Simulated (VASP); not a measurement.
Here is a VASP 6.6.1 calculation.

The input POSCAR:

```
Au
1.0
   -2.8902925737      0.0000000000      0.0000000000
   -1.4451462869     -2.5030667932      0.0000000000
    0.0000000000      0.0000000000     12.7294313877
Au
4
Direct
    0.3333333333      0.3333333333      0.0955407108
    0.3333333333      0.3333333333      0.4777035542
    0.6666666667      0.6666666667      0.6687849759
    0.6666666667      0.6666666667      0.2866221325
```

File INCAR.step1:

```
SYSTEM = Au
  PREC = Accurate
  ENCUT = 520
  ISMEAR = 0
  SIGMA = 0.15
  LREAL = .False.
  LASPH = .True.
  NELM = 100
  NBANDS = 30
  GGA = PE
  ALGO = Normal
  EDIFF = 1E-4
  LWAVE = .True.
  LCHARG = .False.
```

File INCAR.step2:

```
SYSTEM = Au
  PREC = Accurate
  ENCUT = 520
  EDIFF = 1E-6
  ISMEAR = 0
  SIGMA = 0.15
  LREAL = .False.
  LASPH = .True.
  NELM = 100
  ALGO = Normal
  ISIF = 2
  LWAVE = .False.
  LCHARG = .True.
  METAGGA = R2SCAN
  LMIXTAU = .True.
  LELF = .True.
  LVHAR = .True.
  NBANDS = 30
  ISTART = 1
```

File KPOINTS:

```
Automatic mesh
0
Gamma
  23 23 6
  0 0 0
```

Potentials or basis: VASP PAW PBE potentials, release 64 (Au).

Run with:

```bash
$ cat potpaw_PBE.64/Au/POTCAR > POTCAR
$ cp INCAR.step1 INCAR
$ mpirun -np 1 vasp_std > vasp.out
$ cp INCAR.step2 INCAR
$ mpirun -np 1 vasp_std > vasp.out
```

(1) Predict the pressure.

(2) What does it give for the largest force?

## Answers

(1) -2.9 GPa.

(2) 0.176 eV/Å.

Caveat: the cell differs from its parent crystal (the distance across one plane changed); the PAW data sets were made with another functional, which shifts forces and pressure a little.
